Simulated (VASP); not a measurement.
Set up this calculation in VASP 6.6.1, as the native input.

- Task: single point
- Functional: PBE
- Dispersion: D3(BJ)
- Potentials or basis: VASP PAW PBE potentials, release 64 (Mg, O)
- Cutoff: 600 eV
- k mesh: 8 × 8 × 8
- Occupations: gaussian, width 0.01 eV
- Spin: no spin polarisation
- Dipole correction: no
- Further INCAR settings: ALGO = Normal; EDIFF = 1e-06; NBANDS = 11

The structure of MgO (Periclase) lies in POSCAR:

```
MgO
1.0
    2.9818690000      0.0000000000      0.0000000000
    1.4909345000      2.5823743048      0.0000000000
    1.4909345000      0.8607914349      2.4346858433
Mg O
1 1
Direct
    0.0000000000      0.0000000000      0.0000000000
    0.5000000000      0.5000000000      0.5000000000
```

One way to write it, as run:

INCAR

```
SYSTEM = MgO
PREC     = Accurate       ! precision mode
ENCUT    = 600            ! plane-wave cutoff, eV
EDIFF    = 1E-6           ! SCF threshold, eV
ISMEAR   = 0              ! smearing method
SIGMA    = 0.01           ! smearing width, eV
LREAL    = .FALSE.        ! projectors in reciprocal space
LASPH    = .TRUE.         ! aspherical terms in the spheres
NELM     = 120            ! most SCF steps
ALGO     = Normal         ! electronic algorithm
ISIF     = 2              ! what is computed and relaxed
LWAVE    = .FALSE.        ! write WAVECAR
LCHARG   = .FALSE.        ! write CHGCAR
GGA      = PE             ! functional
IVDW     = 12             ! dispersion correction
NBANDS   = 11             ! bands
GGA_COMPAT= .FALSE.
```

KPOINTS

```
regular mesh
0
G
  8 8 8
  0 0 0
```

Potentials or basis: VASP PAW PBE potentials, release 64 (Mg, O).

Launch:

```bash
$ cat potpaw_PBE.64/Mg/POTCAR potpaw_PBE.64/O/POTCAR > POTCAR
$ mpirun -np 1 vasp_std > vasp.out
```

It gave:

| Quantity | Value |
| --- | --- |
| Pressure | -2.0 GPa |
| Band gap on the k mesh | 4.69 eV, direct |
| Dispersion energy per atom | -0.292 eV |

Caveat: three body term missing.

Wall time 4.5 s on 1 thread of Intel(R) Xeon(R) Platinum 8559C (Emerald Rapids) (shared host), peak memory 0.15 GiB.
